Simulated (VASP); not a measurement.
# AlN (P6_3/mmc) in VASP: a series of runs

Runs on AlN. Level: PBEsol. Tasks: single point.

All numbers are computed with VASP 6.6.1; they aren't measurements. Logs are shortened: lines on timing, memory, paths and dates and some standing lists are left out, and cuts for length are marked.

## Step 1: The cell of the first run

Symmetry: P6_3/mmc, No. 194, hexagonal system. Conventional cell: a = 3.242 Å, b = 3.242 Å, c = 4.058 Å, α = 90.00°, β = 90.00°, γ = 120.00°. Al (site symmetry -6m2) has 5 N at 1.87 to 2.03 Å within 2.5 Å. N (site symmetry -6m2) has 5 Al at 1.87 to 2.03 Å within 2.5 Å.

## Step 2: Single point, PBEsol

Contents of INCAR:

```
PREC = Accurate ; ENCUT = 520
EDIFF = 1E-6 ; ISMEAR = 0
SIGMA = 0.05 ; LREAL = F
LASPH = T ; NELM = 80
ALGO = Normal ; ISIF = 2
LWAVE = F ; LCHARG = T
GGA = PS ; LELF = T
LVHAR = T ; NBANDS = 16
```

Contents of KPOINTS:

```
regular mesh
0
Gamma
  9 9 6
```

Contents of POSCAR:

```
AlN
1.0
    3.2421000000      0.0000000000      0.0000000000
   -1.6210500000      2.8077409616      0.0000000000
    0.0000000000      0.0000000000      4.0584000000
Al N
2 2
Direct
    0.3333333333      0.6666666667      0.7500000000
    0.6666666667      0.3333333333      0.2500000000
    0.3333333333      0.6666666667      0.2500000000
    0.6666666667      0.3333333333      0.7500000000
```

Potentials or basis: VASP PAW PBE potentials, release 64 (Al, N).

Run with:

```
$ cat potpaw_PBE.64/Al/POTCAR potpaw_PBE.64/N/POTCAR > POTCAR
$ mpirun -np 1 vasp_std > vasp.out
```

OUTCAR:

```text
PREC = Accurate
   ENCUT = 520
   EDIFF = 1E-6
   ISMEAR = 0
   LREAL = F
   LASPH = T
   NELM = 80
   ISIF = 2
   GGA = PS

 ion  position               nearest neighbor table
   1  0.333  0.667  0.750-   4 1.87   4 1.87   4 1.87   3 2.03   3 2.03   2 2.76   2 2.76   2 2.76
                             2 2.76   2 2.76   2 2.76
   2  0.667  0.333  0.250-   3 1.87   3 1.87   3 1.87   4 2.03   4 2.03   1 2.76   1 2.76   1 2.76
                             1 2.76   1 2.76   1 2.76
   3  0.333  0.667  0.250-   2 1.87   2 1.87   2 1.87   1 2.03   1 2.03
   4  0.667  0.333  0.750-   1 1.87   1 1.87   1 1.87   2 2.03   2 2.03

  LATTYP: Found a hexagonal cell.
 ALAT       =     3.2421000000
 C/A-ratio  =     1.2517812529

  Lattice vectors:

 A1 = (   3.2421000000,   0.0000000000,   0.0000000000)
 A2 = (  -1.6210500000,   2.8077409616,   0.0000000000)
 A3 = (   0.0000000000,   0.0000000000,   4.0584000000)

Analysis of symmetry for initial positions (statically):
=====================================================================
 Subroutine PRICEL returns:
 Original cell was already a primitive cell.

 Routine SETGRP: Setting up the symmetry group for a
 hexagonal supercell.

 Subroutine GETGRP returns: Found 24 space group operations
 (whereof 12 operations were pure point group operations)
 out of a pool of 24 trial point group operations.

The static configuration has the point symmetry D_3d.
 The point group associated with its full space group is D_6h.

Analysis of symmetry for dynamics (positions and initial velocities):
=====================================================================
 Subroutine PRICEL returns:
 Original cell was already a primitive cell.

 Routine SETGRP: Setting up the symmetry group for a
 hexagonal supercell.

 Subroutine GETGRP returns: Found 24 space group operations
 (whereof 12 operations were pure point group operations)
 out of a pool of 24 trial point group operations.

The dynamic configuration has the point symmetry D_3d.
 The point group associated with its full space group is D_6h.

 Subroutine INISYM returns: Found 24 space group operations
 (whereof 12 operations are pure point group operations),
 and found     1 'primitive' translations

----------------------------------------------------------------------------------------

                                     Primitive cell

  volume of cell :      36.9435

  direct lattice vectors                    reciprocal lattice vectors
     3.242100000  0.000000000  0.000000000     0.308442059  0.178079106  0.000000000
    -1.621050000  2.807740962  0.000000000     0.000000000  0.356158212  0.000000000
     0.000000000  0.000000000  4.058400000     0.000000000  0.000000000  0.246402523

  length of vectors
     3.242100000  3.242100000  4.058400000     0.356158212  0.356158212  0.246402523

  position of ions in fractional coordinates (direct lattice)
     0.333333333  0.666666667  0.750000000
     0.666666667  0.333333333  0.250000000
     0.333333333  0.666666667  0.250000000
     0.666666667  0.333333333  0.750000000

  ion indices of the primitive-cell ions
   primitive index   ion index
                 1           1
                 2           2
                 3           3
                 4           4

----------------------------------------------------------------------------------------

 KPOINTS: regular mesh

Automatic generation of k-mesh.
 Grid dimensions read from file:
 generate k-points for:    9    9    6

 Generating k-lattice:

  Cartesian coordinates                     Fractional coordinates (reciprocal lattice)
     0.034271340  0.019786567  0.000000000     0.111111111  0.000000000  0.000000000
     0.000000000  0.039573135  0.000000000     0.000000000  0.111111111  0.000000000
     0.000000000  0.000000000  0.041067087     0.000000000  0.000000000  0.166666667

  Length of vectors
     0.039573135  0.039573135  0.041067087

  Shift w.r.t. Gamma in fractional coordinates (k-lattice)
     0.000000000  0.000000000  0.000000000

 Subroutine IBZKPT returns following result:
 ===========================================

 Found     48 irreducible k-points:

 Following reciprocal coordinates:
            Coordinates               Weight
  0.000000  0.000000  0.000000      1.000000
  0.111111  0.000000  0.000000      6.000000
  0.222222 -0.000000  0.000000      6.000000
  0.333333  0.000000  0.000000      6.000000
  0.444444 -0.000000  0.000000      6.000000
  0.111111  0.111111  0.000000      6.000000
[... 16 lines left out ...]
  0.333333  0.222222  0.166667     24.000000
  0.333333  0.333333  0.166667      4.000000
 [... further k-points ...]
   k-points           NKPTS =     48   k-points in BZ     NKDIM =     48   number of bands    NBANDS=     16
   number of dos      NEDOS =    301   number of ions     NIONS =      4
   total plane-waves  NPLWV =  17280
   dimension x,y,z NGX =    24 NGY =   24 NGZ =   30
   dimension x,y,z NGXF=    48 NGYF=   48 NGZF=   60
   ions per type =               2   2
   NGX,Y,Z   is equivalent  to a cutoff of  12.31, 12.31, 12.29 a.u.
   NGXF,Y,Z  is equivalent  to a cutoff of  24.61, 24.61, 24.58 a.u.
 SYSTEM =  unknown system
   PREC   = accura    normal or accurate (medium, high low for compatibility)
   ISTART =      0    job   : 0-new  1-cont  2-samecut
   ICHARG =      2    charge: 1-file 2-atom 10-const
   ISPIN  =      1    spin polarized calculation?
   LNONCOLLINEAR =      F non collinear calculations
   LSORBIT =      F    spin-orbit coupling
   LASPH  =      T    aspherical Exc in radial PAW
   ENCUT  =  520.0 eV  38.22 Ry    6.18 a.u.   6.03  6.03  7.55*2*pi/ulx,y,z
   NELM   =     80;   NELMIN=  2; NELMDL= -5     # of ELM steps
   EDIFF  = 0.1E-05   stopping-criterion for ELM
   LREAL  =      F    real-space projection
   EDIFFG = 0.1E-04   stopping-criterion for IOM
   NSW    =      0    number of steps for IOM
   IBRION =     -1    ionic relax: 0-MD 1-quasi-New 2-CG
   NFREE  =      0    steps in history (QN), initial steepest desc. (CG)
   ISIF   =      2    stress and relaxation
   ISYM   =      2    0-nonsym 1-usesym 2-fastsym
   POTIM  = 0.5000    time-step for ionic-motion
   TEBEG  =    0.0;   TEEND  =   0.0 temperature during run
   PSTRESS=    0.0 pullay stress
   NELECT =      16.0000    total number of electrons
   NUPDOWN=      -1.0000    fix difference up-down
   EMIN   =  10.00;   EMAX   =-10.00  energy-range for DOS
   EFERMI =   0.00;   METHOD = LEGACY
   ISMEAR =     0;   SIGMA  =   0.05  broadening in eV -4-tet -1-fermi 0-gaus
   EFERMI_NEDOS =   21; number of points for ismear=-14 and -15
   IALGO  =     38    algorithm
   IMIX   =      4    mixing-type and parameters
     AMIX     =   0.40;   BMIX     =  1.00
     AMIX_MAG =   1.60;   BMIX_MAG =  1.00
  volume/ion in A,a.u.               =       9.24        62.33
  Fermi-wavevector in a.u.,A,eV,Ry     =   1.238612  2.340638 20.873520  1.534160
  Thomas-Fermi vector in A             =   2.373130
   LORBIT       =      0    0 simple, 1 ext, 2 COOP (PROOUT), +10 PAW based schemes
   GGA     = PS    functional components
   LHFCALC =     F    Hartree Fock is set to
   AEXX    =    0.0000 exact exchange contribution
   IVDW    =     0    specifies the selected vdW correction
   LEPSILON=     F    determine dielectric tensor
   LRPA    =     F    only Hartree local field effects (RPA)
 non-spin polarized calculation
 Gauss-broadening in eV      SIGMA  =   0.05
  energy-cutoff  :      520.00
  volume of cell :       36.94
 maximum number of plane-waves:      1010
   NGX = 13   NGY = 13   NGZ = 15

 number of electron      16.0000004 magnetization

 Free energy of the ion-electron system (eV)
  ---------------------------------------------------
  ext. energy  EPLUGINS =         0.00000000
  ---------------------------------------------------
  free energy    TOTEN  =       -30.85860730 eV

  energy without entropy =      -30.85860730  energy(sigma->0) =      -30.85860730

 E-fermi :   8.9463     XC(G=0): -11.6843

 val. band max:        8.6811394434   @ k =   0.0000   0.0000   0.0000
 cond. band min:      12.4321131104   @ k =   0.0000   0.0000   0.0000
 fundamental gap:      3.7509736670
 Fermi energy:         8.9462862179

 k-point     1 :       0.0000    0.0000    0.0000
  band No.  band energies     occupation
      1      -8.6517      2.00000
      2      -4.5446      2.00000
      3       1.3509      2.00000
      4       5.1809      2.00000
      5       5.1809      2.00000
      6       6.9727      2.00000
[... 8 lines left out ...]
     15      20.7294      0.00000
     16      20.7294      0.00000

 k-point     2 :       0.1111    0.0000    0.0000
  band No.  band energies     occupation
      1      -8.4995      2.00000
      2      -4.5447      2.00000
      3       1.5097      2.00000
      4       4.6680      2.00000
      5       4.9656      2.00000
      6       6.4932      2.00000
[... 8 lines left out ...]
     15      20.1230      0.00000
     16      20.8636      0.00000

 k-point     3 :       0.2222   -0.0000    0.0000
  band No.  band energies     occupation
      1      -8.0619      2.00000
      2      -4.5964      2.00000
      3       1.9729      2.00000
      4       3.5521      2.00000
      5       4.5314      2.00000
      6       5.6058      2.00000
[... 8 lines left out ...]
     15      19.3988      0.00000
     16      21.6499      0.00000

 k-point     4 :       0.3333    0.0000    0.0000
  band No.  band energies     occupation
      1      -7.4078      2.00000
      2      -4.8223      2.00000
      3       2.5281      2.00000
      4       2.6873      2.00000
      5       4.1412      2.00000
      6       4.8291      2.00000
[... 8 lines left out ...]
     15      20.4210      0.00000
     16      22.2889      0.00000
[... 324 lines left out ...]
 k-point    22 :       0.2222    0.2222    0.1667
  band No.  band energies     occupation
      1      -6.9028      2.00000
      2      -5.0811      2.00000
      3       2.0807      2.00000
      4       2.4063      2.00000
      5       4.2668      2.00000
      6       4.7575      2.00000
[... 8 lines left out ...]
     15      21.0909      0.00000
     16      22.5818      0.00000

 k-point    23 :       0.3333    0.2222    0.1667
  band No.  band energies     occupation
      1      -6.2921      2.00000
      2      -5.3955      2.00000
      3       1.7269      2.00000
      4       2.5868      2.00000
      5       3.4388      2.00000
      6       5.2953      2.00000
[... 8 lines left out ...]
     15      20.9314      0.00000
     16      22.7685      0.00000

 k-point    24 :       0.3333    0.3333    0.1667
  band No.  band energies     occupation
      1      -5.7866      2.00000
      2      -5.7866      2.00000
      3       1.6708      2.00000
      4       2.8810      2.00000
      5       2.8810      2.00000
      6       5.5293      2.00000
[... 8 lines left out ...]
     15      20.3599      0.00000
     16      22.5149      0.00000

 [... further k-points ...]

------------------------ aborting loop because EDIFF is reached ----------------------------------------

  FORCE on cell =-STRESS in cart. coord.  units (eV):
  Direction    XX          YY          ZZ          XY          YZ          ZX
  --------------------------------------------------------------------------------------
  -------------------------------------------------------------------------------------
  Total        3.2536555      3.2536555      2.8646153      0.0000000      0.0000000     -0.0000000
  in kB      141.1054714    141.1054714    124.2334629      0.0000000      0.0000000     -0.0000000
  external PRESSURE =     135.4814685 kB  Pullay stress =       0.0000000 kB

 VOLUME and BASIS-vectors are now :
 -----------------------------------------------------------------------------
  energy-cutoff  :      520.00
  volume of cell :       36.94
      direct lattice vectors                 reciprocal lattice vectors
     3.242100000  0.000000000  0.000000000     0.308442059  0.178079106  0.000000000
    -1.621050000  2.807740962  0.000000000     0.000000000  0.356158212  0.000000000
     0.000000000  0.000000000  4.058400000     0.000000000  0.000000000  0.246402523

 POSITION                                       TOTAL-FORCE (eV/Angst)
 -----------------------------------------------------------------------------------
     -0.00000      1.87183      3.04380        -0.000000      0.000000      0.000000
      1.62105      0.93591      1.01460         0.000000     -0.000000      0.000000
     -0.00000      1.87183      1.01460        -0.000000     -0.000000      0.000000
      1.62105      0.93591      3.04380         0.000000      0.000000      0.000000
 -----------------------------------------------------------------------------------
    total drift:                               -0.000000     -0.000000     -0.000000

  FREE ENERGIE OF THE ION-ELECTRON SYSTEM (eV)
  ---------------------------------------------------
  free  energy   TOTEN  =       -30.8586073006 eV

  energy  without entropy=      -30.8586073006  energy(sigma->0) =      -30.85860730
```

Wall time 9.7 s (1 thread of Intel Xeon 6975P-C (Granite Rapids), shared host); peak memory 0.15 GiB.

Results:

* Free energy: -30.8586 eV
* Pressure: 13.5 GPa
* Band gap on the k mesh: 3.75 eV, direct

Stress tensor (GPa, compression positive):
```
14.11  0.00  0.00
 0.00 14.11  0.00
 0.00  0.00 12.42
```

Caveat: the PAW data sets were made with another functional, which shifts forces and pressure a little.

(Part 1 of 2 ends here.)
